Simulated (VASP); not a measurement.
# ZnCd2Te2 in VASP: notebook

The runs below take ZnCd2Te2 through relaxation of the atoms, with PBE.

All numbers are computed with VASP 6.6.1; they aren't measurements. Logs are shortened: lines on timing, memory, paths and dates and some standing lists are left out, and cuts for length are marked.

## 1. The cell of the first run

The cell holds a slab with vacuum, 5 atoms: a = 4.679 Å, b = 4.679 Å, c = 20.081 Å, α = 90.00°, β = 90.00°, γ = 120.00°.

## 2. Relaxation of the atoms, PBE

File INCAR:

```
ALGO = Fast ; DIPOL = 0.5 0.5 0.367
EDIFF = 1E-6 ; EDIFFG = -0.025
ENCUT = 520 ; GGA = PE
IBRION = 2 ; IDIPOL = 3
ISIF = 2 ; ISMEAR = 0
KPAR = 4 ; LASPH = T
LCHARG = F ; LDIPOL = T
LREAL = F ; LWAVE = F
NELM = 60 ; NSW = 36
PREC = Accurate ; SIGMA = 0.05
```

File KPOINTS:

```
k-points
0
Gamma
  6 6 1
```

File POSCAR:

```
ZnCd2Te2
1.0
    4.6794578583      0.0000000000      0.0000000000
   -2.3397289292      4.0525293813      0.0000000000
    0.0000000000      0.0000000000     20.0807280860
Te Cd Zn
2 2 1
Selective dynamics
Direct
    0.0000000000      0.0000000000      0.1991959646  F F F
    0.3333333333      0.6666666667      0.4037116126  F F F
    0.3333333333      0.6666666667      0.2467634796  F F F
    0.6666666667      0.3333333333      0.4273116019  F F F
    0.8888888889      1.2222222222      0.5598452721  F F T
```

Potentials or basis: VASP PAW PBE potentials, release 64 (Te, Cd, Zn).

The run is started by

```
cat potpaw_PBE.64/Te/POTCAR potpaw_PBE.64/Cd/POTCAR potpaw_PBE.64/Zn/POTCAR > POTCAR
mpirun -np 4 vasp_std > vasp.out
```

OUTCAR:

```text
EDIFF = 1E-6
   EDIFFG = -0.025
   ENCUT = 520
   GGA = PE
   IBRION = 2
   ISIF = 2
   ISMEAR = 0
   LASPH = T
   LREAL = F
   NELM = 60
   NSW = 36
   PREC = Accurate

 ion  position               nearest neighbor table
   1  0.000  0.000  0.199-   3 2.87   3 2.87   3 2.87
   2  0.333  0.667  0.404-   4 2.74   4 2.74   4 2.74   3 3.15
   3  0.333  0.667  0.247-   1 2.87   1 2.87   1 2.87   2 3.15
   4  0.667  0.333  0.427-   2 2.74   2 2.74   2 2.74   5 3.00
   5  0.889  0.222  0.560-   4 3.00

  LATTYP: Found a hexagonal cell.
 ALAT       =     4.6794578583
 C/A-ratio  =     4.2912509727

  Lattice vectors:

 A1 = (   4.6794578583,   0.0000000000,   0.0000000000)
 A2 = (  -2.3397289292,   4.0525293813,   0.0000000000)
 A3 = (   0.0000000000,   0.0000000000,  20.0807280860)

Analysis of symmetry for initial positions (statically):
=====================================================================
 Subroutine PRICEL returns:
 Original cell was already a primitive cell.

 Routine SETGRP: Setting up the symmetry group for a
 hexagonal supercell.

 Subroutine GETGRP returns: Found  1 space group operations
 (whereof  1 operations were pure point group operations)
 out of a pool of 24 trial point group operations.

The static configuration has the point symmetry C_1 .

Analysis of symmetry for dynamics (positions and initial velocities):
=====================================================================
 Subroutine PRICEL returns:
 Original cell was already a primitive cell.

 Routine SETGRP: Setting up the symmetry group for a
 hexagonal supercell.

 Subroutine GETGRP returns: Found  1 space group operations
 (whereof  1 operations were pure point group operations)
 out of a pool of 24 trial point group operations.

The dynamic configuration has the point symmetry C_1 .

Analysis of constrained symmetry for selective dynamics:
=====================================================================
 Subroutine PRICEL returns:
 Original cell was already a primitive cell.

 Routine SETGRP: Setting up the symmetry group for a
 hexagonal supercell.

 Subroutine GETGRP returns: Found  1 space group operations
 (whereof  1 operations were pure point group operations)
 out of a pool of 24 trial point group operations.

The constrained configuration has the point symmetry C_1 .

 Subroutine INISYM returns: Found  1 space group operations
 (whereof  1 operations are pure point group operations),
 and found     1 'primitive' translations

----------------------------------------------------------------------------------------

                                     Primitive cell

  volume of cell :     380.8037

  direct lattice vectors                    reciprocal lattice vectors
     4.679457858  0.000000000  0.000000000     0.213699969  0.123379735  0.000000000
    -2.339728929  4.052529381  0.000000000     0.000000000  0.246759469  0.000000000
     0.000000000  0.000000000 20.080728086     0.000000000  0.000000000  0.049798991

  length of vectors
     4.679457858  4.679457858 20.080728086     0.246759469  0.246759469  0.049798991

  position of ions in fractional coordinates (direct lattice)
     0.000000000  0.000000000  0.199195965
     0.333333333  0.666666667  0.403711613
     0.333333333  0.666666667  0.246763480
     0.666666667  0.333333333  0.427311602
     0.888888889  0.222222222  0.559845272

  ion indices of the primitive-cell ions
   primitive index   ion index
                 1           1
                 2           2
                 3           3
                 4           4
                 5           5

----------------------------------------------------------------------------------------

 KPOINTS: k-points

Automatic generation of k-mesh.
 Grid dimensions read from file:
 generate k-points for:    6    6    1

 Generating k-lattice:

  Cartesian coordinates                     Fractional coordinates (reciprocal lattice)
     0.035616662  0.020563289  0.000000000     0.166666667  0.000000000  0.000000000
     0.000000000  0.041126578  0.000000000     0.000000000  0.166666667  0.000000000
     0.000000000  0.000000000  0.049798991     0.000000000  0.000000000  1.000000000

  Length of vectors
     0.041126578  0.041126578  0.049798991

  Shift w.r.t. Gamma in fractional coordinates (k-lattice)
     0.000000000  0.000000000  0.000000000

 Subroutine IBZKPT returns following result:
 ===========================================

 Found     20 irreducible k-points:

 Following reciprocal coordinates:
            Coordinates               Weight
  0.000000  0.000000  0.000000      1.000000
  0.166667  0.000000  0.000000      2.000000
  0.000000  0.166667  0.000000      2.000000
 -0.166667  0.166667  0.000000      2.000000
  0.333333  0.000000  0.000000      2.000000
  0.000000  0.333333  0.000000      2.000000
[... 12 lines left out ...]
  0.500000 -0.166667  0.000000      2.000000
  0.333333  0.333333  0.000000      2.000000
   k-points           NKPTS =     20   k-points in BZ     NKDIM =     20   number of bands    NBANDS=     28
   number of dos      NEDOS =    301   number of ions     NIONS =      5
   total plane-waves  NPLWV = 194400
   dimension x,y,z NGX =    36 NGY =   36 NGZ =  150
   dimension x,y,z NGXF=    72 NGYF=   72 NGZF=  300
   ions per type =               2   2   1
   NGX,Y,Z   is equivalent  to a cutoff of  12.79, 12.79, 12.42 a.u.
   NGXF,Y,Z  is equivalent  to a cutoff of  25.58, 25.58, 24.84 a.u.
 SYSTEM =  unknown system
   PREC   = accura    normal or accurate (medium, high low for compatibility)
   ISTART =      0    job   : 0-new  1-cont  2-samecut
   ICHARG =      2    charge: 1-file 2-atom 10-const
   ISPIN  =      1    spin polarized calculation?
   LNONCOLLINEAR =      F non collinear calculations
   LSORBIT =      F    spin-orbit coupling
   LASPH  =      T    aspherical Exc in radial PAW
   ENCUT  =  520.0 eV  38.22 Ry    6.18 a.u.   8.70  8.70 37.34*2*pi/ulx,y,z
   NELM   =     60;   NELMIN=  2; NELMDL= -5     # of ELM steps
   EDIFF  = 0.1E-05   stopping-criterion for ELM
   LREAL  =      F    real-space projection
   EDIFFG = -.3E-01   stopping-criterion for IOM
   NSW    =     36    number of steps for IOM
   IBRION =      2    ionic relax: 0-MD 1-quasi-New 2-CG
   NFREE  =      1    steps in history (QN), initial steepest desc. (CG)
   ISIF   =      2    stress and relaxation
   ISYM   =      2    0-nonsym 1-usesym 2-fastsym
   POTIM  = 0.5000    time-step for ionic-motion
   TEBEG  =    0.0;   TEEND  =   0.0 temperature during run
   PSTRESS=    0.0 pullay stress
   NELECT =      48.0000    total number of electrons
   NUPDOWN=      -1.0000    fix difference up-down
   EMIN   =  10.00;   EMAX   =-10.00  energy-range for DOS
   EFERMI =   0.00;   METHOD = LEGACY
   ISMEAR =     0;   SIGMA  =   0.05  broadening in eV -4-tet -1-fermi 0-gaus
   EFERMI_NEDOS =   21; number of points for ismear=-14 and -15
   IALGO  =     68    algorithm
   IMIX   =      4    mixing-type and parameters
     AMIX     =   0.40;   BMIX     =  1.00
     AMIX_MAG =   1.60;   BMIX_MAG =  1.00
  volume/ion in A,a.u.               =      76.16       513.96
  Fermi-wavevector in a.u.,A,eV,Ry     =   0.820833  1.551150  9.167156  0.673767
  Thomas-Fermi vector in A             =   1.931885
   LORBIT       =      0    0 simple, 1 ext, 2 COOP (PROOUT), +10 PAW based schemes
   GGA     = PE    functional components
   LHFCALC =     F    Hartree Fock is set to
   AEXX    =    0.0000 exact exchange contribution
   IVDW    =     0    specifies the selected vdW correction
   LEPSILON=     F    determine dielectric tensor
   LRPA    =     F    only Hartree local field effects (RPA)
 conjugate gradient relaxation of ions
 non-spin polarized calculation
 RMM-DIIS sequential band-by-band and
 Gauss-broadening in eV      SIGMA  =   0.05
  energy-cutoff  :      520.00
  volume of cell :      380.80
 maximum number of plane-waves:     10277
   NGX = 17   NGY = 17   NGZ = 75

--------------------------------------- Ionic step        1  -------------------------------------------

 number of electron      48.0000004 magnetization

 Free energy of the ion-electron system (eV)
  ---------------------------------------------------
  ext. energy  EPLUGINS =         0.00000000
  ---------------------------------------------------
  free energy    TOTEN  =        -8.86837222 eV

  energy without entropy =       -8.86680494  energy(sigma->0) =       -8.86758858

------------------------ aborting loop because EDIFF is reached ----------------------------------------

  FORCE on cell =-STRESS in cart. coord.  units (eV):
  Direction    XX          YY          ZZ          XY          YZ          ZX
  --------------------------------------------------------------------------------------
  -------------------------------------------------------------------------------------
  Total        0.3807043      0.6606766     -0.1197083      0.3039032     -0.0304600     -0.2719749
  in kB        1.6017589      2.7797026     -0.5036555      1.2786292     -0.1281562     -1.1442957
  external PRESSURE =       1.2926020 kB  Pullay stress =       0.0000000 kB
[... 141 lines left out ...]
  energy  without entropy=       -8.8697381431  energy(sigma->0) =       -8.87052174

--------------------------------------- Ionic step        5  -------------------------------------------

 number of electron      47.9999983 magnetization

 dipolmoment           0.000000      0.000000     -0.244926 electrons x Angstroem

 Free energy of the ion-electron system (eV)
  ---------------------------------------------------
  ext. energy  EPLUGINS =         0.00000000
  ---------------------------------------------------
  free energy    TOTEN  =        -8.87336290 eV

  energy without entropy =       -8.87179572  energy(sigma->0) =       -8.87257931

 E-fermi :  -1.4734     XC(G=0):  -4.5050

 val. band max:       -1.4735708244   @ k =   0.0000   0.0000   0.0000
 cond. band min:      -1.4733132563   @ k =   0.0000   0.0000   0.0000
 fundamental gap:      0.0002575682
 Fermi energy:        -1.4734420489

 k-point     1 :       0.0000    0.0000    0.0000
  band No.  band energies     occupation
      1     -13.7754      2.00000
      2     -11.6543      2.00000
      3     -11.2629      2.00000
      4     -11.2584      2.00000
      5     -10.9760      2.00000
      6     -10.9604      2.00000
[... 609 lines left out ...]
     27       0.6555      0.00000
     28       1.6405      0.00000

------------------------ aborting loop because EDIFF is reached ----------------------------------------

 vacuum level on the upper side and lower side of the slab       (xc-potential included)        -1.338         1.038

  FORCE on cell =-STRESS in cart. coord.  units (eV):
  Direction    XX          YY          ZZ          XY          YZ          ZX
  --------------------------------------------------------------------------------------
  -------------------------------------------------------------------------------------
  Total        0.3279640      0.5813339     -0.3044363      0.2628873     -0.0102556     -0.2826705
  in kB        1.3798617      2.4458793     -1.2808724      1.1060610     -0.0431488     -1.1892957
  external PRESSURE =       0.8482895 kB  Pullay stress =       0.0000000 kB

 VOLUME and BASIS-vectors are now :
 -----------------------------------------------------------------------------
  energy-cutoff  :      520.00
  volume of cell :      380.80
      direct lattice vectors                 reciprocal lattice vectors
     4.679457858  0.000000000  0.000000000     0.213699969  0.123379735  0.000000000
    -2.339728929  4.052529381  0.000000000     0.000000000  0.246759469  0.000000000
     0.000000000  0.000000000 20.080728086     0.000000000  0.000000000  0.049798991
[... 11 lines left out ...]
  FREE ENERGIE OF THE ION-ELECTRON SYSTEM (eV)
  ---------------------------------------------------
  free  energy   TOTEN  =        -8.8733629007 eV

  energy  without entropy=       -8.8717957159  energy(sigma->0) =       -8.87257931

 reached required accuracy - stopping structural energy minimisation

 vacuum level on the upper side and lower side of the slab         1.711         4.148
```

Run time: 5.3 min. Hardware: 4 MPI ranks of Oxide Virtual Turin-like, shared host; peak memory 0.63 GiB.

What came out:

* Free energy: -8.8734 eV
* Energy gained by relaxing: 1.0 meV/atom
* Ionic steps: 5
* Band gap on the k mesh: zero (filled and empty bands touch)

Step by step:
```tsv
step	energy change (eV)	largest force on free atoms (eV/Å)	pressure (GPa)
1	0.0000	0.0867	0.13
2	-0.0004	0.0801	0.12
3	-0.0013	0.0677	0.12
4	-0.0029	0.0524	0.11
5	-0.0050	0.0210	0.08
```

Final structure:
```yaml
crystal:
  lattice:
    - [4.67946, 0.00000, 0.00000]
    - [-2.33973, 4.05253, 0.00000]
    - [0.00000, 0.00000, 20.08073]
  atoms:
    - { symbol: Te, position: [0.00000, 0.00000, 0.19920] }
    - { symbol: Te, position: [0.33333, 0.66667, 0.40371] }
    - { symbol: Cd, position: [0.33333, 0.66667, 0.24676] }
    - { symbol: Cd, position: [0.66667, 0.33333, 0.42731] }
    - { symbol: Zn, position: [0.88889, 0.22222, 0.56443] }
```

Caveat: spin-orbit coupling is left out, which moves the levels of the heavy elements.

## 3. Relaxation of the atoms, PBE

File INCAR:

```
SYSTEM = ZnCd2Te2
PREC = Accurate
ENCUT = 520
EDIFF = 1E-7
ISMEAR = 0
SIGMA = 0.05
LREAL = .False.
LASPH = .True.
NELM = 100
ALGO = Fast
ISIF = 2
LWAVE = .False.
LCHARG = .False.
LDIPOL = .True.
IDIPOL = 3
DIPOL = 0.5 0.5 0.362
GGA = PE
IBRION = 2
NSW = 36
EDIFFG = -0.025
KPAR = 4
```

File KPOINTS:

```
Automatic mesh
0
Gamma
  6 6 1
  0 0 0
```

POSCAR: that of step 2 with these lines changed.

```diff
@@ -13,2 +13,2 @@
     0.6666666667      0.3333333333      0.4273116019  F F F
-    0.8888888889      1.2222222222      0.5598452721  F F T
+    0.8888888889      1.0000000000      0.5348834631  F F T
```

Potentials or basis: VASP PAW PBE potentials, release 64 (Te, Cd, Zn).

The run is started by

```
cat potpaw_PBE.64/Te/POTCAR potpaw_PBE.64/Cd/POTCAR potpaw_PBE.64/Zn/POTCAR > POTCAR
mpirun -np 4 vasp_std > vasp.out
```

Run time: 13 min. Hardware: 4 MPI ranks of Oxide Virtual Turin-like, shared host; peak memory 0.63 GiB.

Results (log left out):

| Item | Value |
| --- | --- |
| Free energy | -8.8388 eV |
| Energy gained by relaxing | 11.2 meV/atom |
| Ionic steps | 6 |
| Band gap on the k mesh | zero (filled and empty bands touch) |

The path:
```tsv
step	energy change (eV)	largest force on free atoms (eV/Å)	pressure (GPa)
1	0.0000	0.2444	0.23
2	-0.0028	0.2367	0.22
3	-0.0108	0.2108	0.20
4	-0.0243	0.1673	0.17
5	-0.0429	0.0964	0.11
6	-0.0561	0.0056	0.04
```

Final structure:
```yaml
crystal:
  lattice:
    - [4.67946, 0.00000, 0.00000]
    - [-2.33973, 4.05253, 0.00000]
    - [0.00000, 0.00000, 20.08073]
  atoms:
    - { symbol: Te, position: [0.00000, 0.00000, 0.19920] }
    - { symbol: Te, position: [0.33333, 0.66667, 0.40371] }
    - { symbol: Cd, position: [0.33333, 0.66667, 0.24676] }
    - { symbol: Cd, position: [0.66667, 0.33333, 0.42731] }
    - { symbol: Zn, position: [0.88889, 0.00000, 0.56189] }
```

Levels at points of the mesh, in eV from the Fermi level:
```tsv
k point	band 22	band 23	band 24	band 25	band 26	band 27
(0.00, 0.00, 0.00)	-1.22	-0.27	0.00	0.00	1.48	2.20
(0.50, 0.00, 0.00)	-2.33	-0.88	-0.74	0.59	1.44	1.85
(0.00, 0.50, 0.00)	-2.07	-0.88	-0.76	0.42	1.32	2.14
(0.50, 0.50, 0.00)	-1.87	-0.88	-0.77	0.30	1.21	2.37
```

Caveat: spin-orbit coupling is left out, which moves the levels of the heavy elements.
